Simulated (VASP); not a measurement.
# MnAuC4N4 (P-43m) in VASP: relaxation of cell and atoms with PBE

Aim: the relaxation of cell and atoms of MnAuC4N4 with PBE.

Everything below comes from runs of VASP 6.6.1. Logs are shortened: lines on timing, memory, paths and dates and some standing lists are left out, and cuts for length are marked.

## (1) The cell of the first run

It takes space group P-43m (No. 215, cubic). Conventional cell: a = 5.909 Å, b = 5.909 Å, c = 5.909 Å, α = 90.00°, β = 90.00°, γ = 90.00°. Within 2.7 Å of Mn (site symmetry -43m) lie 4 N at 2.03 Å. C (site symmetry 3m) has 1 N at 1.17 Å within 1.6 Å. Within 2.5 Å of Au (site symmetry -43m) lie 4 C at 1.92 Å. Within 1.6 Å of N (site symmetry 3m) lie 1 C at 1.17 Å.

## (2) Relaxation of cell and atoms, PBE, collinear spin, ferromagnetic start

The input, INCAR:

```
SYSTEM = MnAuC4N4
  ALGO = Normal
  EDIFF = 1E-6
  EDIFFG = -0.04
  ENCUT = 600
  GGA = PE
  IBRION = 2
  ISIF = 3
  ISMEAR = 0
  ISPIN = 2
  LASPH = .TRUE.
  LCHARG = .FALSE.
  LMAXMIX = 4
  LORBIT = 11
  LREAL = .FALSE.
  LWAVE = .FALSE.
  MAGMOM = 4 0 0 0 0 0 0 0 0 0
  NELM = 150
  NSW = 90
  PREC = Accurate
  SIGMA = 0.1
```

The input, KPOINTS:

```
k-points
0
G
  4 4 4
  0 0 0
```

The input, POSCAR:

```
MnAuC4N4
1.0
    5.9086026500      0.0000000000      0.0000000000
    0.0000000000      5.9086026500      0.0000000000
    0.0000000000      0.0000000000      5.9086026500
Mn C Au N
1 4 1 4
Direct
    0.5000000000      0.5000000000      0.5000000000
    0.1873167900      0.1873167900      0.1873167900
    0.1873167900      0.8126832100      0.8126832100
    0.8126832100      0.1873167900      0.8126832100
    0.8126832100      0.8126832100      0.1873167900
    0.0000000000      0.0000000000      0.0000000000
    0.3016415900      0.3016415900      0.3016415900
    0.3016415900      0.6983584100      0.6983584100
    0.6983584100      0.3016415900      0.6983584100
    0.6983584100      0.6983584100      0.3016415900
```

Potentials or basis: VASP PAW PBE potentials, release 64 (Mn_pv, C, Au, N).

Run with:

```console
$ cat potpaw_PBE.64/Mn_pv/POTCAR potpaw_PBE.64/C/POTCAR potpaw_PBE.64/Au/POTCAR potpaw_PBE.64/N/POTCAR > POTCAR
$ mpirun -np 1 vasp_std > vasp.out
```

OUTCAR:

```text
SYSTEM = MnAuC4N4
   EDIFF = 1E-6
   EDIFFG = -0.04
   ENCUT = 600
   GGA = PE
   IBRION = 2
   ISIF = 3
   ISMEAR = 0
   ISPIN = 2
   LASPH = .TRUE.
   LORBIT = 11
   LREAL = .FALSE.
   NELM = 150
   NSW = 90
   PREC = Accurate

 ion  position               nearest neighbor table
   1  0.500  0.500  0.500-   7 2.03   8 2.03   9 2.03  10 2.03
   2  0.187  0.187  0.187-   7 1.17   6 1.92
   3  0.187  0.813  0.813-   8 1.17   6 1.92
   4  0.813  0.187  0.813-   9 1.17   6 1.92
   5  0.813  0.813  0.187-  10 1.17   6 1.92
   6  0.000  0.000  0.000-   2 1.92   3 1.92   4 1.92   5 1.92
   7  0.302  0.302  0.302-   2 1.17   1 2.03
   8  0.302  0.698  0.698-   3 1.17   1 2.03
   9  0.698  0.302  0.698-   4 1.17   1 2.03
  10  0.698  0.698  0.302-   5 1.17   1 2.03

  LATTYP: Found a simple cubic cell.
 ALAT       =     5.9086026500

  Lattice vectors:

 A1 = (   5.9086026500,   0.0000000000,   0.0000000000)
 A2 = (   0.0000000000,   5.9086026500,   0.0000000000)
 A3 = (   0.0000000000,   0.0000000000,   5.9086026500)

Analysis of symmetry for initial positions (statically):
=====================================================================
 Subroutine PRICEL returns:
 Original cell was already a primitive cell.

 Routine SETGRP: Setting up the symmetry group for a
 simple cubic supercell.

 Subroutine GETGRP returns: Found 24 space group operations
 (whereof 24 operations were pure point group operations)
 out of a pool of 48 trial point group operations.

The static configuration has the point symmetry T_d .

Analysis of symmetry for dynamics (positions and initial velocities):
=====================================================================
 Subroutine PRICEL returns:
 Original cell was already a primitive cell.

 Routine SETGRP: Setting up the symmetry group for a
 simple cubic supercell.

 Subroutine GETGRP returns: Found 24 space group operations
 (whereof 24 operations were pure point group operations)
 out of a pool of 48 trial point group operations.

The dynamic configuration has the point symmetry T_d .

Analysis of structural, dynamic, and magnetic symmetry:
=====================================================================
 Subroutine PRICEL returns:
 Original cell was already a primitive cell.

 Routine SETGRP: Setting up the symmetry group for a
 simple cubic supercell.

[... 146 lines left out ...]

 number of electron      59.9999994 magnetization       3.9991166

 Free energy of the ion-electron system (eV)
  ---------------------------------------------------
  ext. energy  EPLUGINS =         0.00000000
  ---------------------------------------------------
  free energy    TOTEN  =       -76.51466010 eV

  energy without entropy =      -76.50150455  energy(sigma->0) =      -76.50808233

------------------------ aborting loop because EDIFF is reached ----------------------------------------

  FORCE on cell =-STRESS in cart. coord.  units (eV):
  Direction    XX          YY          ZZ          XY          YZ          ZX
  --------------------------------------------------------------------------------------
  -------------------------------------------------------------------------------------
  Total        7.0807842      7.0807842      7.0807842      0.0000000      0.0000000      0.0000000
  in kB       54.9968208     54.9968208     54.9968208      0.0000000      0.0000000      0.0000000
  external PRESSURE =      54.9968208 kB  Pullay stress =       0.0000000 kB
[... 113 lines left out ...]
  FREE ENERGIE OF THE ION-ELECTRON SYSTEM (eV)
  ---------------------------------------------------
  free  energy   TOTEN  =       -77.1841357118 eV

  energy  without entropy=      -77.1688041607  energy(sigma->0) =      -77.17646994

[... ionic steps 4 to 15 ...]

--------------------------------------- Ionic step       16  -------------------------------------------

 number of electron      60.0000035 magnetization       4.0000008

------------------------ aborting loop because EDIFF is reached ----------------------------------------
[... 83 lines left out ...]
--------------------------------------- Ionic step       18  -------------------------------------------

 number of electron      60.0000035 magnetization       4.0000008

 Free energy of the ion-electron system (eV)
  ---------------------------------------------------
  ext. energy  EPLUGINS =         0.00000000
  ---------------------------------------------------
  free energy    TOTEN  =       -77.38696696 eV

  energy without entropy =      -77.37279438  energy(sigma->0) =      -77.37988067

 E-fermi :  -1.3674     XC(G=0):  -7.1319

 val. band max:       -1.4822792506   @ k =   0.2500   0.0000   0.0000
 cond. band min:      -1.3100975055   @ k =   0.2500   0.2500   0.2500
 fundamental gap:      0.1721817451
 Fermi energy:        -1.3673814193

 spin component 1

 k-point     1 :       0.0000    0.0000    0.0000
  band No.  band energies     occupation
      1     -51.3718      1.00000
      2     -51.3718      1.00000
      3     -51.3718      1.00000
      4     -18.5753      1.00000
      5     -18.4583      1.00000
      6     -18.4583      1.00000
[... 399 lines left out ...]
     37       4.1294      0.00000
     38       4.1294      0.00000
 Fermi energy:        -1.3673814193

 spin component 2

 k-point     1 :       0.0000    0.0000    0.0000
  band No.  band energies     occupation
      1     -47.1636      1.00000
      2     -47.1636      1.00000
      3     -47.1636      1.00000
      4     -18.5554      1.00000
      5     -18.4414      1.00000
      6     -18.4414      1.00000
[... 436 lines left out ...]
  FREE ENERGIE OF THE ION-ELECTRON SYSTEM (eV)
  ---------------------------------------------------
  free  energy   TOTEN  =       -77.3869669618 eV

  energy  without entropy=      -77.3727943832  energy(sigma->0) =      -77.37988067

 reached required accuracy - stopping structural energy minimisation

 total charge

# of ion       s       p       d       tot
------------------------------------------
    1        0.293   6.325   4.864  11.483
    2        0.953   1.573   0.000   2.526
    3        0.953   1.573   0.000   2.526
    4        0.953   1.573   0.000   2.526
    5        0.953   1.573   0.000   2.526
    6        0.581   0.700   8.544   9.825
    7        1.298   2.601   0.000   3.899
    8        1.298   2.601   0.000   3.899
    9        1.298   2.601   0.000   3.899
   10        1.298   2.601   0.000   3.899
--------------------------------------------------
tot          9.879  23.722  13.407  47.008

 magnetization (x)

# of ion       s       p       d       tot
------------------------------------------
    1        0.020   0.069   3.775   3.864
    2        0.002   0.035   0.000   0.037
    3        0.002   0.035   0.000   0.037
    4        0.002   0.035   0.000   0.037
    5        0.002   0.035   0.000   0.037
    6       -0.001  -0.044  -0.130  -0.175
    7        0.003  -0.041   0.000  -0.037
    8        0.003  -0.041   0.000  -0.037
    9        0.003  -0.041   0.000  -0.037
   10        0.003  -0.041   0.000  -0.037
--------------------------------------------------
tot          0.040   0.002   3.645   3.687
```

It took 65 min on 1 thread of Intel Xeon Platinum 8488C (Sapphire Rapids), shared host; peak memory 0.52 GiB.

Results:

| Quantity | Value |
| --- | --- |
| Free energy | -77.3870 eV |
| Relaxed volume | 21.76 Å³/atom |
| Relaxed cell | a = 6.015 Å, b = 6.015 Å, c = 6.015 Å, α = 90.00°, β = 90.00°, γ = 90.00° |
| Space group after relaxing (to 0.05 Å) | P-43m (No. 215) |
| Energy gained by relaxing | 87.2 meV/atom |
| Ionic steps | 18 |
| Pressure after relaxing | 0.1 GPa |
| Largest force after relaxing | 0.009 eV/Å |
| Band gap on the k mesh | zero (filled and empty bands overlap) |
| Net moment | 4.00 μB per cell |
| Site moments | Mn +3.86; C +0.04; Au -0.17; N -0.04 μB |
| Valence electrons inside the program's atomic spheres | Mn 11.48; C 2.53; Au 9.82; N 3.90 |

Forces on the atoms (eV/Å):
```
Mn   0.000  0.000  0.000
C   -0.005 -0.005 -0.005
C   -0.005  0.005  0.005
C    0.005 -0.005  0.005
C    0.005  0.005 -0.005
Au   0.000  0.000  0.000
N    0.001  0.001  0.001
N    0.001 -0.001 -0.001
N   -0.001  0.001 -0.001
N   -0.001 -0.001  0.001
```

The path:
```csv
step,energy change (eV),largest force (eV/Å),pressure (GPa),volume (Å³)
1,0.0000,1.7190,5.50,206.28
2,-0.6219,3.0518,-4.29,228.15
3,-0.6695,2.6681,-2.59,223.01
4,-0.1098,6.8732,4.96,228.72
5,-0.8059,0.6295,-0.58,224.84
6,-0.8059,0.5820,-0.64,224.80
7,-0.8297,0.3678,-0.77,224.25
8,-0.8597,0.2823,-1.06,222.60
9,-0.8421,1.2510,0.80,219.86
10,-0.8634,0.1938,-0.53,221.78
11,-0.8684,0.0992,-0.40,220.30
12,-0.8704,0.1731,-0.18,218.24
13,-0.8672,0.4662,0.63,216.90
14,-0.8707,0.0840,0.05,217.91
15,-0.8714,0.0570,0.06,217.84
16,-0.8722,0.0715,0.03,217.64
17,-0.8717,0.1770,0.27,217.63
18,-0.8723,0.0092,0.12,217.64
```

Final structure:
```cif
data_structure
_symmetry_space_group_name_H-M 'P 1'
_symmetry_Int_Tables_number 1
_cell_length_a 6.0151
_cell_length_b 6.0151
_cell_length_c 6.0151
_cell_angle_alpha 90.000
_cell_angle_beta 90.000
_cell_angle_gamma 90.000
_cell_volume 217.64
loop_
_atom_site_label
_atom_site_type_symbol
_atom_site_fract_x
_atom_site_fract_y
_atom_site_fract_z
_atom_site_occupancy
Mn1 Mn 0.50000 0.50000 0.50000 1
C1 C 0.19903 0.19903 0.19903 1
C2 C 0.19903 0.80097 0.80097 1
C3 C 0.80097 0.19903 0.80097 1
C4 C 0.80097 0.80097 0.19903 1
Au1 Au 0.00000 0.00000 0.00000 1
N1 N 0.31216 0.31216 0.31216 1
N2 N 0.31216 0.68784 0.68784 1
N3 N 0.68784 0.31216 0.68784 1
N4 N 0.68784 0.68784 0.31216 1
```

Caveat: spin-orbit coupling is left out, which moves the levels of the heavy elements; a cell with one magnetic atom can't hold antiferromagnetic order, which such compounds often take. With open d or f shells a metallic result of PBE can be an artefact of self-interaction; +U or a hybrid may open a gap.
